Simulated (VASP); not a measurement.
# MoSe (Fm-3m) in VASP: further runs

Runs on MoSe. Level: PBE. Tasks: single point.

All numbers are computed with VASP 6.6.1; they aren't measurements. Logs are shortened: lines on timing, memory, paths and dates and some standing lists are left out, and cuts for length are marked.

### 1 The cell of the first run

The structure is cubic, space group Fm-3m (No. 225). The conventional cell has a = 5.786 Å, b = 5.786 Å, c = 5.786 Å, α = 90.00°, β = 90.00°, γ = 90.00°. Mo (site symmetry m-3m) has 6 Se at 2.89 Å within 3.8 Å. Se (site symmetry m-3m) has 6 Mo at 2.89 Å within 3.8 Å.

### 2 Single point, PBE

INCAR reads:

```
SYSTEM = MoSe
PREC = Accurate
ENCUT = 520
EDIFF = 1E-6
ISMEAR = -1
SIGMA = 0.05
LREAL = .False.
LASPH = .True.
NELM = 100
ALGO = Normal
ISIF = 2
LWAVE = .False.
LCHARG = .False.
GGA = PE
NBANDS = 17
```

KPOINTS reads:

```
Automatic mesh
0
Gamma
  8 8 8
  0 0 0
```

POSCAR reads:

```
MoSe
1.0
    0.0000000000      2.8928795100      2.8928795100
    2.8928795100      0.0000000000      2.8928795100
    2.8928795100      2.8928795100      0.0000000000
Mo Se
1 1
Direct
    0.0000000000      0.0000000000      0.0000000000
    0.5000000000      0.5000000000      0.5000000000
```

Potentials or basis: VASP PAW PBE potentials, release 64 (Mo_sv, Se).

Launch:

```sh
$ cat potpaw_PBE.64/Mo_sv/POTCAR potpaw_PBE.64/Se/POTCAR > POTCAR
$ mpirun -np 1 vasp_std > vasp.out
```

OUTCAR:

```text
SYSTEM = MoSe
   PREC = Accurate
   ENCUT = 520
   EDIFF = 1E-6
   ISMEAR = -1
   LREAL = .False.
   LASPH = .True.
   NELM = 100
   ISIF = 2
   GGA = PE

 ion  position               nearest neighbor table
   1  0.000  0.000  0.000-   2 2.89   2 2.89   2 2.89   2 2.89   2 2.89   2 2.89
   2  0.500  0.500  0.500-   1 2.89   1 2.89   1 2.89   1 2.89   1 2.89   1 2.89

  LATTYP: Found a face centered cubic cell.
 ALAT       =     5.7857590200

  Lattice vectors:

 A1 = (   0.0000000000,   2.8928795100,   2.8928795100)
 A2 = (   2.8928795100,   0.0000000000,   2.8928795100)
 A3 = (   2.8928795100,   2.8928795100,   0.0000000000)

Analysis of symmetry for initial positions (statically):
=====================================================================
 Subroutine PRICEL returns:
 Original cell was already a primitive cell.

 Routine SETGRP: Setting up the symmetry group for a
 face centered cubic supercell.

 Subroutine GETGRP returns: Found 48 space group operations
 (whereof 48 operations were pure point group operations)
 out of a pool of 48 trial point group operations.

The static configuration has the point symmetry O_h .

Analysis of symmetry for dynamics (positions and initial velocities):
=====================================================================
 Subroutine PRICEL returns:
 Original cell was already a primitive cell.

 Routine SETGRP: Setting up the symmetry group for a
 face centered cubic supercell.

 Subroutine GETGRP returns: Found 48 space group operations
 (whereof 48 operations were pure point group operations)
 out of a pool of 48 trial point group operations.

The dynamic configuration has the point symmetry O_h .

 Subroutine INISYM returns: Found 48 space group operations
 (whereof 48 operations are pure point group operations),
 and found     1 'primitive' translations

----------------------------------------------------------------------------------------

                                     Primitive cell

  volume of cell :      48.4196

  direct lattice vectors                    reciprocal lattice vectors
     0.000000000  2.892879510  2.892879510    -0.172838170  0.172838170  0.172838170
     2.892879510  0.000000000  2.892879510     0.172838170 -0.172838170  0.172838170
     2.892879510  2.892879510  0.000000000     0.172838170  0.172838170 -0.172838170

  length of vectors
     4.091149437  4.091149437  4.091149437     0.299364492  0.299364492  0.299364492

  position of ions in fractional coordinates (direct lattice)
     0.000000000  0.000000000  0.000000000
     0.500000000  0.500000000  0.500000000

  ion indices of the primitive-cell ions
   primitive index   ion index
                 1           1
                 2           2

----------------------------------------------------------------------------------------

 KPOINTS: Automatic mesh

Automatic generation of k-mesh.
 Grid dimensions read from file:
 generate k-points for:    8    8    8

 Generating k-lattice:

  Cartesian coordinates                     Fractional coordinates (reciprocal lattice)
    -0.021604771  0.021604771  0.021604771     0.125000000  0.000000000  0.000000000
     0.021604771 -0.021604771  0.021604771     0.000000000  0.125000000  0.000000000
     0.021604771  0.021604771 -0.021604771     0.000000000  0.000000000  0.125000000

  Length of vectors
     0.037420561  0.037420561  0.037420561

  Shift w.r.t. Gamma in fractional coordinates (k-lattice)
     0.000000000  0.000000000  0.000000000

 Subroutine IBZKPT returns following result:
 ===========================================

 Found     29 irreducible k-points:

 Following reciprocal coordinates:
            Coordinates               Weight
  0.000000  0.000000  0.000000      1.000000
  0.125000  0.000000  0.000000      8.000000
  0.250000  0.000000  0.000000      8.000000
  0.375000  0.000000  0.000000      8.000000
  0.500000  0.000000  0.000000      4.000000
  0.125000  0.125000  0.000000      6.000000
[... 16 lines left out ...]
  0.500000  0.250000  0.125000     48.000000
 -0.375000  0.250000  0.125000     24.000000
 [... further k-points ...]
   k-points           NKPTS =     29   k-points in BZ     NKDIM =     29   number of bands    NBANDS=     17
   number of dos      NEDOS =    301   number of ions     NIONS =      2
   total plane-waves  NPLWV =  27000
   dimension x,y,z NGX =    30 NGY =   30 NGZ =   30
   dimension x,y,z NGXF=    60 NGYF=   60 NGZF=   60
   ions per type =               1   1
   NGX,Y,Z   is equivalent  to a cutoff of  12.19, 12.19, 12.19 a.u.
   NGXF,Y,Z  is equivalent  to a cutoff of  24.38, 24.38, 24.38 a.u.
 SYSTEM =  MoSe
   PREC   = accura    normal or accurate (medium, high low for compatibility)
   ISTART =      0    job   : 0-new  1-cont  2-samecut
   ICHARG =      2    charge: 1-file 2-atom 10-const
   ISPIN  =      1    spin polarized calculation?
   LNONCOLLINEAR =      F non collinear calculations
   LSORBIT =      F    spin-orbit coupling
   LASPH  =      T    aspherical Exc in radial PAW
   ENCUT  =  520.0 eV  38.22 Ry    6.18 a.u.   7.61  7.61  7.61*2*pi/ulx,y,z
   NELM   =    100;   NELMIN=  2; NELMDL= -5     # of ELM steps
   EDIFF  = 0.1E-05   stopping-criterion for ELM
   LREAL  =      F    real-space projection
[... 7 lines left out ...]
   TEBEG  =    0.0;   TEEND  =   0.0 temperature during run
   PSTRESS=    0.0 pullay stress
   NELECT =      20.0000    total number of electrons
   NUPDOWN=      -1.0000    fix difference up-down
   EMIN   =  10.00;   EMAX   =-10.00  energy-range for DOS
   EFERMI =   0.00;   METHOD = LEGACY
   ISMEAR =    -1;   SIGMA  =   0.05  broadening in eV -4-tet -1-fermi 0-gaus
   EFERMI_NEDOS =   21; number of points for ismear=-14 and -15
   IALGO  =     38    algorithm
   IMIX   =      4    mixing-type and parameters
     AMIX     =   0.40;   BMIX     =  1.00
     AMIX_MAG =   1.60;   BMIX_MAG =  1.00
  volume/ion in A,a.u.               =      24.21       163.38
  Fermi-wavevector in a.u.,A,eV,Ry     =   1.219208  2.303969 20.224628  1.486468
  Thomas-Fermi vector in A             =   2.354468
   LORBIT       =      0    0 simple, 1 ext, 2 COOP (PROOUT), +10 PAW based schemes
   GGA     = PE    functional components
   LHFCALC =     F    Hartree Fock is set to
   AEXX    =    0.0000 exact exchange contribution
   IVDW    =     0    specifies the selected vdW correction
   LEPSILON=     F    determine dielectric tensor
   LRPA    =     F    only Hartree local field effects (RPA)
 non-spin polarized calculation
  energy-cutoff  :      520.00
  volume of cell :       48.42
 maximum number of plane-waves:      1323
   NGX = 15   NGY = 15   NGZ = 15

 number of electron      20.0000001 magnetization

 Free energy of the ion-electron system (eV)
  ---------------------------------------------------
  ext. energy  EPLUGINS =         0.00000000
  ---------------------------------------------------
  free energy    TOTEN  =       -12.20883641 eV

  energy without entropy =      -12.16116470  energy(sigma->0) =      -12.18500056

 E-fermi :   5.8706     XC(G=0): -10.2561

 val. band max:        5.8495712688   @ k =   0.5000   0.0000   0.0000
 cond. band min:       5.8853142111   @ k =  -0.3750   0.3750   0.1250
 fundamental gap:      0.0357429423
 Fermi energy:         5.8705819940

 k-point     1 :       0.0000    0.0000    0.0000
  band No.  band energies     occupation
      1     -55.4426      2.00000
      2     -29.4982      2.00000
      3     -29.4982      2.00000
      4     -29.4982      2.00000
      5      -8.2646      2.00000
      6       3.9084      2.00000
[... 9 lines left out ...]
     16      15.9769      0.00000
     17      15.9769      0.00000

 k-point     2 :       0.1250    0.0000    0.0000
  band No.  band energies     occupation
      1     -55.4425      2.00000
      2     -29.5022      2.00000
      3     -29.4987      2.00000
      4     -29.4987      2.00000
      5      -8.1669      2.00000
      6       2.8391      2.00000
[... 9 lines left out ...]
     16      15.3796      0.00000
     17      15.3804      0.00000

 k-point     3 :       0.2500    0.0000    0.0000
  band No.  band energies     occupation
      1     -55.4420      2.00000
      2     -29.5117      2.00000
      3     -29.4997      2.00000
      4     -29.4997      2.00000
      5      -7.9143      2.00000
      6       1.4081      2.00000
[... 9 lines left out ...]
     16      13.8221      0.00000
     17      13.8221      0.00000

 k-point     4 :       0.3750    0.0000    0.0000
  band No.  band energies     occupation
      1     -55.4416      2.00000
      2     -29.5213      2.00000
      3     -29.5008      2.00000
      4     -29.5008      2.00000
      5      -7.6322      2.00000
      6       0.3622      2.00000
[... 9 lines left out ...]
     16      12.3686      0.00000
     17      13.1315      0.00000

 k-point     5 :       0.5000    0.0000    0.0000
  band No.  band energies     occupation
      1     -55.4414      2.00000
      2     -29.5252      2.00000
      3     -29.5012      2.00000
      4     -29.5012      2.00000
      5      -7.5042      2.00000
      6      -0.0256      2.00000
[... 9 lines left out ...]
     16      11.6994      0.00000
     17      13.8615      0.00000

 k-point     6 :       0.1250    0.1250    0.0000
  band No.  band energies     occupation
      1     -55.4424      2.00000
      2     -29.5018      2.00000
      3     -29.4996      2.00000
      4     -29.4996      2.00000
      5      -8.1393      2.00000
      6       2.3841      2.00000
[... 9 lines left out ...]
     16      14.8191      0.00000
     17      15.0560      0.00000
[... 281 lines left out ...]
 k-point    21 :       0.5000    0.5000    0.0000
  band No.  band energies     occupation
      1     -55.4409      2.00000
      2     -29.5216      2.00000
      3     -29.5081      2.00000
      4     -29.5081      2.00000
      5      -7.5852      2.00000
      6       1.0746      2.00000
[... 9 lines left out ...]
     16      14.4754      0.00000
     17      16.7801      0.00000

 k-point    22 :       0.3750    0.2500    0.1250
  band No.  band energies     occupation
      1     -55.4417      2.00000
      2     -29.5136      2.00000
      3     -29.5048      2.00000
      4     -29.5013      2.00000
      5      -7.7734      2.00000
      6       0.9919      2.00000
[... 9 lines left out ...]
     16      12.9421      0.00000
     17      14.2782      0.00000

 k-point    23 :       0.5000    0.2500    0.1250
  band No.  band energies     occupation
      1     -55.4413      2.00000
      2     -29.5189      2.00000
      3     -29.5074      2.00000
      4     -29.5027      2.00000
      5      -7.5835      2.00000
      6       0.6256      2.00000
[... 9 lines left out ...]
     16      12.9035      0.00000
     17      13.9371      0.00000

 k-point    24 :      -0.3750    0.2500    0.1250
  band No.  band energies     occupation
      1     -55.4411      2.00000
      2     -29.5212      2.00000
      3     -29.5080      2.00000
      4     -29.5036      2.00000
      5      -7.5009      2.00000
      6       0.4902      2.00000
[... 9 lines left out ...]
     16      13.2156      0.00000
     17      13.4557      0.00000

 [... further k-points ...]
[... 5 lines left out ...]
  --------------------------------------------------------------------------------------
  -------------------------------------------------------------------------------------
  Total       -6.1271863     -6.1271863     -6.1271863      0.0000000      0.0000000      0.0000000
  in kB     -202.7452241   -202.7452241   -202.7452241      0.0000000      0.0000000      0.0000000
  external PRESSURE =    -202.7452241 kB  Pullay stress =       0.0000000 kB

 VOLUME and BASIS-vectors are now :
 -----------------------------------------------------------------------------
  energy-cutoff  :      520.00
  volume of cell :       48.42
      direct lattice vectors                 reciprocal lattice vectors
     0.000000000  2.892879510  2.892879510    -0.172838170  0.172838170  0.172838170
     2.892879510  0.000000000  2.892879510     0.172838170 -0.172838170  0.172838170
     2.892879510  2.892879510  0.000000000     0.172838170  0.172838170 -0.172838170

 POSITION                                       TOTAL-FORCE (eV/Angst)
 -----------------------------------------------------------------------------------
      0.00000      0.00000      0.00000        -0.000000     -0.000000     -0.000000
      2.89288      2.89288      2.89288         0.000000      0.000000      0.000000
 -----------------------------------------------------------------------------------
    total drift:                               -0.000000      0.000000      0.000000

  FREE ENERGIE OF THE ION-ELECTRON SYSTEM (eV)
  ---------------------------------------------------
  free  energy   TOTEN  =       -12.2088364076 eV

  energy  without entropy=      -12.1611647039  energy(sigma->0) =      -12.18500056
```

It took 13 s on 1 thread of Intel Xeon Platinum 8488C (Sapphire Rapids), shared host; peak memory 0.17 GiB.

What came out:

```yaml
Free_energy: -12.2088 eV
Pressure: -20.3 GPa
Band_gap_on_the_k_mesh: zero (band 10 reaches 6.00 eV, above the bottom of band 11 at 4.80 eV)
```

Levels at points of the mesh, in eV from the Fermi level:
```
           k point  band 7  band 8  band 9  band 10  band 11  band 12  band 13  band 14
(0.00, 0.00, 0.00)   -1.96   -1.96   -1.07    -1.07    -1.07    -0.89    -0.89     0.83
(0.50, 0.00, 0.00)   -4.03   -4.03   -0.02    -0.02     0.30     2.60     2.88     2.88
(0.50, 0.50, 0.00)   -3.05   -3.05   -2.03    -0.40     0.32     0.32     0.59     1.63
```

### 3 Single point, PBE

INCAR reads:

```
PREC = Accurate ; ENCUT = 520
EDIFF = 1E-7 ; ISMEAR = -1
SIGMA = 0.05 ; LREAL = F
LASPH = T ; NELM = 60
ALGO = Normal ; ISIF = 2
LWAVE = F ; LCHARG = T
GGA = PE ; LELF = T
LVHAR = T ; NBANDS = 17
```

KPOINTS reads:

```
regular mesh
0
Gamma
  8 8 8
```

POSCAR is that of step 2.

Potentials or basis: VASP PAW PBE potentials, release 64 (Mo_sv, Se).

Launch:

```sh
$ cat potpaw_PBE.64/Mo_sv/POTCAR potpaw_PBE.64/Se/POTCAR > POTCAR
$ mpirun -np 1 vasp_std > vasp.out
```

It took 14 s on 1 thread of Intel Xeon Platinum 8488C (Sapphire Rapids), shared host; peak memory 0.17 GiB.

The run converged. Its results:

```
Free energy            : -12.2088 eV
Pressure               : -20.3 GPa
Band gap on the k mesh : zero (band 10 reaches 6.00 eV, above the bottom of band 11 at 4.80 eV)
```

Levels at points of the mesh, in eV from the Fermi level:
| k point | band 7 | band 8 | band 9 | band 10 | band 11 | band 12 | band 13 | band 14 |
| --- | --- | --- | --- | --- | --- | --- | --- | --- |
| (0.00, 0.00, 0.00) | -1.96 | -1.96 | -1.07 | -1.07 | -1.07 | -0.89 | -0.89 | 0.83 |
| (0.50, 0.00, 0.00) | -4.03 | -4.03 | -0.02 | -0.02 | 0.30 | 2.60 | 2.88 | 2.88 |
| (0.50, 0.50, 0.00) | -3.05 | -3.05 | -2.03 | -0.40 | 0.32 | 0.32 | 0.59 | 1.63 |

(Part 1 of 2 ends here.)
